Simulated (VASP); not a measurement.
# BN (P6_3mc) in VASP: notebook

The runs below take BN through single point, with PBEsol.

All numbers are computed with VASP 6.6.1; they aren't measurements. Logs are shortened: lines on timing, memory, paths and dates and some standing lists are left out, and cuts for length are marked.

## (1) The cell of the first run

It takes space group P6_3mc (No. 186, hexagonal). Conventional cell: a = 2.656 Å, b = 2.656 Å, c = 4.058 Å, α = 90.00°, β = 90.00°, γ = 120.00°. Within 2.0 Å of B (site symmetry 3m) lie 4 N at 1.52 to 1.62 Å. Within 2.0 Å of N (site symmetry 3m) lie 4 B at 1.52 to 1.62 Å.

## (2) Single point, PBEsol (strain +0.040 along x and y, -0.040 along z)

Input file INCAR:

```
PREC     = Accurate       # precision mode
ENCUT    = 520            # plane-wave cutoff, eV
EDIFF    = 1E-6           # SCF threshold, eV
ISMEAR   = 0              # smearing method
SIGMA    = 0.05           # smearing width, eV
LREAL    = False          # projectors in reciprocal space
LASPH    = True           # aspherical terms in the spheres
NELM     = 60             # most SCF steps
ALGO     = Normal         # electronic algorithm
ISIF     = 2              # what is computed and relaxed
LWAVE    = False          # write WAVECAR
LCHARG   = True           # write CHGCAR
GGA      = PS             # functional
LELF     = True           # ELF
LVHAR    = True         
NBANDS   = 16             # bands
```

Input file KPOINTS:

```
regular mesh
0
Gamma
  12 12 6
```

Input file POSCAR:

```
BN
1.0
    2.6560971858      0.0000000000      0.0000000000
   -1.3280485929      2.3002476378      0.0000000000
    0.0000000000      0.0000000000      4.0577808000
B N
2 2
Direct
    0.6666666667      0.3333333333      0.9997240000
    0.3333333333      0.6666666667      0.4997240000
    0.6666666667      0.3333333333      0.6252760000
    0.3333333333      0.6666666667      0.1252760000
```

Potentials or basis: VASP PAW PBE potentials, release 64 (B, N).

On the command line:

```
cat potpaw_PBE.64/B/POTCAR potpaw_PBE.64/N/POTCAR > POTCAR
mpirun -np 1 vasp_std > vasp.out
```

OUTCAR:

```text
PREC = Accurate
   ENCUT = 520
   EDIFF = 1E-6
   ISMEAR = 0
   LREAL = False
   LASPH = True
   NELM = 60
   ISIF = 2
   GGA = PS

 ion  position               nearest neighbor table
   1  0.667  0.333  1.000-   3 1.52   4 1.62   4 1.62   4 1.62
   2  0.333  0.667  0.500-   4 1.52   3 1.62   3 1.62   3 1.62
   3  0.667  0.333  0.625-   1 1.52   2 1.62   2 1.62   2 1.62
   4  0.333  0.667  0.125-   2 1.52   1 1.62   1 1.62   1 1.62

  LATTYP: Found a hexagonal cell.
 ALAT       =     2.6560971858
 C/A-ratio  =     1.5277230147

  Lattice vectors:

 A1 = (   2.6560971858,   0.0000000000,   0.0000000000)
 A2 = (  -1.3280485929,   2.3002476378,   0.0000000000)
 A3 = (   0.0000000000,   0.0000000000,   4.0577808000)

Analysis of symmetry for initial positions (statically):
=====================================================================
 Subroutine PRICEL returns:
 Original cell was already a primitive cell.

 Routine SETGRP: Setting up the symmetry group for a
 hexagonal supercell.

 Subroutine GETGRP returns: Found 12 space group operations
 (whereof  6 operations were pure point group operations)
 out of a pool of 24 trial point group operations.

The static configuration has the point symmetry C_3v.
 The point group associated with its full space group is C_6v.

Analysis of symmetry for dynamics (positions and initial velocities):
=====================================================================
 Subroutine PRICEL returns:
 Original cell was already a primitive cell.

 Routine SETGRP: Setting up the symmetry group for a
 hexagonal supercell.

 Subroutine GETGRP returns: Found 12 space group operations
 (whereof  6 operations were pure point group operations)
 out of a pool of 24 trial point group operations.

The dynamic configuration has the point symmetry C_3v.
 The point group associated with its full space group is C_6v.

 Subroutine INISYM returns: Found 12 space group operations
 (whereof  6 operations are pure point group operations),
 and found     1 'primitive' translations

----------------------------------------------------------------------------------------

                                     Primitive cell

  volume of cell :      24.7917

  direct lattice vectors                    reciprocal lattice vectors
     2.656097186  0.000000000  0.000000000     0.376492248  0.217367901  0.000000000
    -1.328048593  2.300247638  0.000000000     0.000000000  0.434735801  0.000000000
     0.000000000  0.000000000  4.057780800     0.000000000  0.000000000  0.246440123

  length of vectors
     2.656097186  2.656097186  4.057780800     0.434735801  0.434735801  0.246440123

  position of ions in fractional coordinates (direct lattice)
     0.666666667  0.333333333  0.999724000
     0.333333333  0.666666667  0.499724000
     0.666666667  0.333333333  0.625276000
     0.333333333  0.666666667  0.125276000

  ion indices of the primitive-cell ions
   primitive index   ion index
                 1           1
                 2           2
                 3           3
                 4           4

----------------------------------------------------------------------------------------

 KPOINTS: regular mesh

Automatic generation of k-mesh.
 Grid dimensions read from file:
 generate k-points for:   12   12    6

 Generating k-lattice:

  Cartesian coordinates                     Fractional coordinates (reciprocal lattice)
     0.031374354  0.018113992  0.000000000     0.083333333  0.000000000  0.000000000
     0.000000000  0.036227983  0.000000000     0.000000000  0.083333333  0.000000000
     0.000000000  0.000000000  0.041073354     0.000000000  0.000000000  0.166666667

  Length of vectors
     0.036227983  0.036227983  0.041073354

  Shift w.r.t. Gamma in fractional coordinates (k-lattice)
     0.000000000  0.000000000  0.000000000

 Subroutine IBZKPT returns following result:
 ===========================================

 Found     76 irreducible k-points:

 Following reciprocal coordinates:
            Coordinates               Weight
  0.000000  0.000000  0.000000      1.000000
  0.083333 -0.000000  0.000000      6.000000
  0.166667  0.000000  0.000000      6.000000
  0.250000  0.000000  0.000000      6.000000
  0.333333  0.000000  0.000000      6.000000
  0.416667  0.000000  0.000000      6.000000
[... 16 lines left out ...]
  0.250000  0.000000  0.166667     12.000000
  0.333333  0.000000  0.166667     12.000000
 [... further k-points ...]
   k-points           NKPTS =     76   k-points in BZ     NKDIM =     76   number of bands    NBANDS=     16
   number of dos      NEDOS =    301   number of ions     NIONS =      4
   total plane-waves  NPLWV =  12000
   dimension x,y,z NGX =    20 NGY =   20 NGZ =   30
   dimension x,y,z NGXF=    40 NGYF=   40 NGZF=   60
   ions per type =               2   2
   NGX,Y,Z   is equivalent  to a cutoff of  12.52, 12.52, 12.29 a.u.
   NGXF,Y,Z  is equivalent  to a cutoff of  25.04, 25.04, 24.58 a.u.
 SYSTEM =  unknown system
   PREC   = accura    normal or accurate (medium, high low for compatibility)
   ISTART =      0    job   : 0-new  1-cont  2-samecut
   ICHARG =      2    charge: 1-file 2-atom 10-const
   ISPIN  =      1    spin polarized calculation?
   LNONCOLLINEAR =      F non collinear calculations
   LSORBIT =      F    spin-orbit coupling
   LASPH  =      T    aspherical Exc in radial PAW
   ENCUT  =  520.0 eV  38.22 Ry    6.18 a.u.   4.94  4.94  7.54*2*pi/ulx,y,z
   NELM   =     60;   NELMIN=  2; NELMDL= -5     # of ELM steps
   EDIFF  = 0.1E-05   stopping-criterion for ELM
   LREAL  =      F    real-space projection
   EDIFFG = 0.1E-04   stopping-criterion for IOM
   NSW    =      0    number of steps for IOM
   IBRION =     -1    ionic relax: 0-MD 1-quasi-New 2-CG
   NFREE  =      0    steps in history (QN), initial steepest desc. (CG)
   ISIF   =      2    stress and relaxation
   ISYM   =      2    0-nonsym 1-usesym 2-fastsym
   POTIM  = 0.5000    time-step for ionic-motion
   TEBEG  =    0.0;   TEEND  =   0.0 temperature during run
   PSTRESS=    0.0 pullay stress
   NELECT =      16.0000    total number of electrons
   NUPDOWN=      -1.0000    fix difference up-down
   EMIN   =  10.00;   EMAX   =-10.00  energy-range for DOS
   EFERMI =   0.00;   METHOD = LEGACY
   ISMEAR =     0;   SIGMA  =   0.05  broadening in eV -4-tet -1-fermi 0-gaus
   EFERMI_NEDOS =   21; number of points for ismear=-14 and -15
   IALGO  =     38    algorithm
   IMIX   =      4    mixing-type and parameters
     AMIX     =   0.40;   BMIX     =  1.00
     AMIX_MAG =   1.60;   BMIX_MAG =  1.00
  volume/ion in A,a.u.               =       6.20        41.83
  Fermi-wavevector in a.u.,A,eV,Ry     =   1.414748  2.673486 27.232226  2.001512
  Thomas-Fermi vector in A             =   2.536258
   LORBIT       =      0    0 simple, 1 ext, 2 COOP (PROOUT), +10 PAW based schemes
   GGA     = PS    functional components
   LHFCALC =     F    Hartree Fock is set to
   AEXX    =    0.0000 exact exchange contribution
   IVDW    =     0    specifies the selected vdW correction
   LEPSILON=     F    determine dielectric tensor
   LRPA    =     F    only Hartree local field effects (RPA)
 non-spin polarized calculation
 Gauss-broadening in eV      SIGMA  =   0.05
  energy-cutoff  :      520.00
  volume of cell :       24.79
 maximum number of plane-waves:       689
 NGX is ok and might be reduce to    20
   NGX =  9   NGY =  9   NGZ = 15

 number of electron      15.9999999 magnetization

 Free energy of the ion-electron system (eV)
  ---------------------------------------------------
  ext. energy  EPLUGINS =         0.00000000
  ---------------------------------------------------
  free energy    TOTEN  =       -36.26678197 eV

  energy without entropy =      -36.26678197  energy(sigma->0) =      -36.26678197

 E-fermi :   7.1188     XC(G=0): -12.7624

 val. band max:        6.9206264936   @ k =   0.0000   0.0000   0.0000
 cond. band min:      12.1828601419   @ k =   0.3333   0.3333   0.0000
 fundamental gap:      5.2622336483
 Fermi energy:         7.1188403126

 k-point     1 :       0.0000    0.0000    0.0000
  band No.  band energies     occupation
      1     -12.9730      2.00000
      2      -8.3179      2.00000
      3      -3.4307      2.00000
      4       4.2731      2.00000
      5       4.2731      2.00000
      6       6.7045      2.00000
[... 8 lines left out ...]
     15      18.3683      0.00000
     16      23.2933      0.00000

 k-point     2 :       0.0833   -0.0000    0.0000
  band No.  band energies     occupation
      1     -12.8356      2.00000
      2      -8.2256      2.00000
      3      -3.2975      2.00000
      4       3.6325      2.00000
      5       4.0170      2.00000
      6       6.2879      2.00000
[... 8 lines left out ...]
     15      18.7674      0.00000
     16      23.0222      0.00000

 k-point     3 :       0.1667    0.0000    0.0000
  band No.  band energies     occupation
      1     -12.4282      2.00000
      2      -7.9694      2.00000
      3      -2.9033      2.00000
      4       2.1191      2.00000
      5       3.4151      2.00000
      6       5.0527      2.00000
[... 8 lines left out ...]
     15      19.8143      0.00000
     16      22.1283      0.00000

 k-point     4 :       0.2500    0.0000    0.0000
  band No.  band energies     occupation
      1     -11.7675      2.00000
      2      -7.6261      2.00000
      3      -2.2673      2.00000
      4       0.3808      2.00000
      5       2.7407      2.00000
      6       3.4930      2.00000
[... 8 lines left out ...]
     15      21.1896      0.00000
     16      21.7261      0.00000
[... 324 lines left out ...]
 k-point    22 :       0.1667    0.0000    0.1667
  band No.  band energies     occupation
      1     -12.2512      2.00000
      2      -8.5921      2.00000
      3      -2.0448      2.00000
      4       2.3087      2.00000
      5       3.5714      2.00000
      6       4.4662      2.00000
[... 8 lines left out ...]
     15      19.4396      0.00000
     16      22.3054      0.00000

 k-point    23 :       0.2500    0.0000    0.1667
  band No.  band energies     occupation
      1     -11.5963      2.00000
      2      -8.1622      2.00000
      3      -1.6579      2.00000
      4       0.7148      2.00000
      5       2.8846      2.00000
      6       2.9048      2.00000
[... 8 lines left out ...]
     15      20.8157      0.00000
     16      22.1494      0.00000

 k-point    24 :       0.3333    0.0000    0.1667
  band No.  band energies     occupation
      1     -10.7341      2.00000
      2      -7.7608      2.00000
      3      -1.8102      2.00000
      4       0.0146      2.00000
      5       1.3165      2.00000
      6       2.3418      2.00000
[... 8 lines left out ...]
     15      22.1629      0.00000
     16      22.8017      0.00000

 [... further k-points ...]

------------------------ aborting loop because EDIFF is reached ----------------------------------------

  FORCE on cell =-STRESS in cart. coord.  units (eV):
  Direction    XX          YY          ZZ          XY          YZ          ZX
  --------------------------------------------------------------------------------------
  -------------------------------------------------------------------------------------
  Total       -5.9920841     -5.9920841      5.0643175      0.0000000      0.0000000     -0.0000000
  in kB     -387.2410133   -387.2410133    327.2836951      0.0000000      0.0000000     -0.0000000
  external PRESSURE =    -149.0661105 kB  Pullay stress =       0.0000000 kB

 VOLUME and BASIS-vectors are now :
 -----------------------------------------------------------------------------
  energy-cutoff  :      520.00
  volume of cell :       24.79
      direct lattice vectors                 reciprocal lattice vectors
     2.656097186  0.000000000  0.000000000     0.376492248  0.217367901  0.000000000
    -1.328048593  2.300247638  0.000000000     0.000000000  0.434735801  0.000000000
     0.000000000  0.000000000  4.057780800     0.000000000  0.000000000  0.246440123

 POSITION                                       TOTAL-FORCE (eV/Angst)
 -----------------------------------------------------------------------------------
      1.32805      0.76675      4.05666         0.000000      0.000000      0.285388
     -0.00000      1.53350      2.02777        -0.000000      0.000000      0.285388
      1.32805      0.76675      2.53723         0.000000     -0.000000     -0.285388
     -0.00000      1.53350      0.50834        -0.000000      0.000000     -0.285388
 -----------------------------------------------------------------------------------
    total drift:                               -0.000000     -0.000000     -0.000214

  FREE ENERGIE OF THE ION-ELECTRON SYSTEM (eV)
  ---------------------------------------------------
  free  energy   TOTEN  =       -36.2667819668 eV

  energy  without entropy=      -36.2667819668  energy(sigma->0) =      -36.26678197
```

Wall time 39 s (1 thread of AMD EPYC 7R43 (Zen 3), shared host); peak memory 0.11 GiB.

What came out:

```yaml
Free_energy: -36.2668 eV
Pressure: -14.9 GPa
Largest_force: 0.285 eV/Å
Band_gap_on_the_k_mesh: 5.26 eV, indirect (least direct gap 7.22 eV)
```

Forces in eV/Å, atoms in the order of the input:
```
B    0.000  0.000  0.285
B    0.000  0.000  0.285
N    0.000  0.000 -0.285
N    0.000  0.000 -0.285
```

Stress tensor (GPa, compression positive):
```
-38.72   0.00   0.00
  0.00 -38.72   0.00
  0.00   0.00  32.73
```

Caveat: the cell differs from its parent crystal (strain +0.040 along x and y, -0.040 along z); the PAW data sets were made with another functional, which shifts forces and pressure a little.

## (3) Single point, PBEsol (strain +0.000 along x and y, +0.080 along z)

Input file INCAR:

```
SYSTEM = BN
PREC     = Accurate       ! precision mode
ENCUT    = 520            ! plane-wave cutoff, eV
EDIFF    = 1E-6           ! SCF threshold, eV
ISMEAR   = 0              ! smearing method
SIGMA    = 0.05           ! smearing width, eV
LREAL    = .False.        ! projectors in reciprocal space
LASPH    = .True.         ! aspherical terms in the spheres
NELM     = 60             ! most SCF steps
ALGO     = Normal         ! electronic algorithm
ISIF     = 2              ! what is computed and relaxed
LWAVE    = .False.        ! write WAVECAR
LCHARG   = .False.        ! write CHGCAR
GGA      = PS             ! functional
NBANDS   = 16             ! bands
```

Input file KPOINTS:

```
Automatic mesh
0
Gamma
  12 12 6
  0 0 0
```

Input file POSCAR:

```
BN
1.0
    2.5539396017      0.0000000000      0.0000000000
   -1.2769698009      2.2117765748      0.0000000000
    0.0000000000      0.0000000000      4.5650034000
B N
2 2
Direct
    0.6666666667      0.3333333333      0.9997240000
    0.3333333333      0.6666666667      0.4997240000
    0.6666666667      0.3333333333      0.6252760000
    0.3333333333      0.6666666667      0.1252760000
```

Potentials or basis: VASP PAW PBE potentials, release 64 (B, N).

On the command line:

```
cat potpaw_PBE.64/B/POTCAR potpaw_PBE.64/N/POTCAR > POTCAR
mpirun -np 1 vasp_std > vasp.out
```

Wall time 46 s (1 thread of AMD EPYC 7R43 (Zen 3), shared host); peak memory 0.1 GiB.

It converged, with:

- Free energy: -36.1591 eV
- Pressure: -27.5 GPa
- Largest force: 0.511 eV/Å
- Band gap on the k mesh: 4.81 eV, indirect (least direct gap 5.57 eV)

Forces in eV/Å, atoms in the order of the input:
```
B    0.000  0.000  0.511
B    0.000  0.000  0.511
N    0.000  0.000 -0.511
N    0.000  0.000 -0.511
```

Stress tensor (GPa, compression positive):
```
 -8.23   0.00   0.00
  0.00  -8.23   0.00
  0.00   0.00 -66.07
```

Levels at points of the mesh, in eV from the valence-band top:
| k point | band 4 | band 5 | band 6 | band 7 | band 8 | band 9 | band 10 | band 11 | band 12 | band 13 |
| --- | --- | --- | --- | --- | --- | --- | --- | --- | --- | --- |
| (0.00, 0.00, 0.00) | -1.47 | -1.47 | -0.64 | 0.00 | 0.00 | 5.57 | 8.59 | 8.59 | 9.83 | 10.42 |
| (0.50, 0.00, 0.00) | -7.99 | -6.33 | -4.26 | -3.96 | -2.23 | 6.86 | 6.95 | 9.68 | 10.51 | 11.20 |
| (0.00, 0.00, 0.50) | -6.09 | -0.80 | -0.80 | -0.80 | -0.80 | 9.44 | 9.44 | 9.81 | 9.81 | 9.81 |
| (0.50, 0.00, 0.50) | -9.51 | -3.67 | -3.67 | -3.37 | -3.37 | 5.64 | 5.64 | 9.16 | 9.16 | 13.38 |

Caveat: the cell differs from its parent crystal (strain +0.000 along x and y, +0.080 along z); the PAW data sets were made with another functional, which shifts forces and pressure a little. A k mesh can miss the band edges.

(Part 1 of 2 ends here.)
